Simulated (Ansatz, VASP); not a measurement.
One calculation of KCl, two programs

The input INCAR:

```
PREC = Accurate ; ENCUT = 520
EDIFF = 1E-8 ; ISMEAR = -1
SIGMA = 0.03 ; LREAL = F
LASPH = T ; NELM = 100
ALGO = Normal ; ISIF = 2
LWAVE = F ; LCHARG = F
LEFG = T ; NBANDS = 15
```

Contents of KPOINTS:

```
regular mesh
0
Gamma
  7 7 7
```

POSCAR

```
KCl
1.0
    0.0000000000      3.1770019336      3.1770019336
    3.1770019336      0.0000000000      3.1770019336
    3.1770019336      3.1770019336      0.0000000000
K Cl
1 1
Direct
    0.0000000000      0.0000000000      0.0000000000
    0.5000000000      0.5000000000      0.5000000000
```

Input for Ansatz:

```yaml
crystal:
  lattice:
    - [0.0, 3.1770019336, 3.1770019336]
    - [3.1770019336, 0.0, 3.1770019336]
    - [3.1770019336, 3.1770019336, 0.0]
  atoms:
    - { symbol: K, position: [0.0, 0.0, 0.0] }
    - { symbol: Cl, position: [0.5, 0.5, 0.5] }
kpoints:
  mp_grid: { grid: [7, 7, 7] }
scf:
  occupations: { method: fermi_dirac, width: 0.03 }
hamiltonian:
  xc: lda
  pseudopotentials: { kind: all_electron, datasets: crystal }
output:
  forces: true
  stress: true
  eigenvalues: true
  efg: { contact_densities: true }
```

Change from the starting cell: volume scaled by 1.02, crystal datasets.

Alike in both runs: task electric field gradients; functional LDA; k mesh 7 × 7 × 7; occupations fermi-dirac, width 0.03 eV; no spin polarisation.

|  | VASP | Ansatz |
| --- | --- | --- |
| version | VASP 6.6.1 | Ansatz 0.2.0 |
| potentials or method | VASP PAW LDA potentials, release 64 (K_sv, Cl), cutoff 520 eV | all-electron PAW with datasets made for the crystal, scalar-relativistic |

|  | VASP | Ansatz | Ansatz less VASP |
| --- | --- | --- | --- |
| gap on the k mesh at the Fermi level (eV) | 4.65 | 4.65 | -0.004 |
| pressure (GPa) | -2.3 | -2.3 | -0.03 |

LDA's correlation is that of Perdew and Zunger in VASP and of Perdew and Wang (1992) in Ansatz. Ansatz ran all-electron here, and VASP with PAW potentials.
